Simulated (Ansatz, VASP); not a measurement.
# Two plane-wave programs on InSb

```
In Sb
1.0
     3.07666    0.00000    0.00000
     0.00000    3.07666    0.00000
     0.00000    0.00000    6.02901
In Sb
1 1
Direct
  0.00000 0.00000 0.00000
  0.00000 0.00000 0.50000
```

Change from the starting cell: strain +0.000 along x and y, -0.030 along z, atoms carried along.

Alike in both runs: task single point; functional PBE; k mesh 16 × 16 × 8; occupations gaussian, width 0.15 eV; no spin polarisation.

```csv
,VASP,Ansatz
version,VASP 6.6.1,Ansatz 0.2.0
potentials or method,"VASP PAW PBE potentials, release 64 (In_d, Sb), cutoff 520 eV","scalar-relativistic, plane waves, PAW"
valence electrons in the cell,18,28
```

|  | VASP | Ansatz | Ansatz less VASP |
| --- | --- | --- | --- |
| gap on the k mesh at the Fermi level (eV) | none | none | - |
| pressure (GPa) | 2.0 | 2.0 | +0.03 |
| traceless stress, the component that is largest in VASP (GPa) | 2.24 | 2.25 | +0.011 |

A gap of «none» marks a metal or a gap that the smearing closes. VASP's potentials hold 18 valence electrons a cell and Ansatz's 28, so a difference there can come from the potentials and not from the codes.

Neither program's run includes spin-orbit coupling.
